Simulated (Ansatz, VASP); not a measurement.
# One calculation of GaP, two programs

INCAR

```
ALGO = Normal
EDIFF = 1E-7
ENCUT = 520
GGA = PE
ISIF = 2
ISMEAR = 0
LASPH = T
LCHARG = F
LREAL = F
LWAVE = F
NBANDS = 16
NELM = 60
PREC = Accurate
SIGMA = 0.02
```

File KPOINTS:

```
k-points
0
Gamma
  8 8 8
```

The input POSCAR:

```
GaP
1.0
    0.0000000000      2.7525368107      2.7525368107
    2.7525368107      0.0000000000      2.7525368107
    2.7525368107      2.7525368107      0.0000000000
Ga P
1 1
Direct
    0.0000000000      0.0000000000      0.0000000000
    0.2500000000      0.2500000000      0.2500000000
```

Input for Ansatz:

```yaml
crystal:
  lattice:
    - [0.0, 2.7525368115, 2.7525368115]
    - [2.7525368115, 0.0, 2.7525368115]
    - [2.7525368115, 2.7525368115, 0.0]
  atoms:
    - { symbol: Ga, position: [0.0, 0.0, 0.0] }
    - { symbol: P, position: [0.25, 0.25, 0.25] }
basis:
  ecutwfc: 420
kpoints:
  mp_grid: { grid: [8, 8, 8] }
  band_path: { path: [VBM, CBM], npoints: 2 }
hamiltonian:
  xc: pbe
scf:
  occupations: { method: gaussian, width: 0.02 }
output:
  forces: false
  stress: false
  eigenvalues: true
checkpoint:
  read: start.run
  write: ck
  compress: false
  write_wavefunctions: false
  write_every: 100000
```

Alike in both runs: task single point; functional PBE; k mesh 8 × 8 × 8; occupations gaussian, width 0.02 eV; no spin polarisation.

```csv
,VASP,Ansatz
version,VASP 6.6.1,Ansatz 0.2.0
potentials or method,"VASP PAW PBE potentials, release 64 (Ga_d, P), cutoff 520 eV","scalar-relativistic, plane waves, PAW"
valence electrons in the cell,18,18
```

|  | VASP | Ansatz | Ansatz less VASP |
| --- | --- | --- | --- |
| gap on the k mesh at the Fermi level (eV) | 1.58 | 1.58 | +0.003 |
| least direct gap on the mesh (eV) | 1.58 | 1.58 | +0.003 |
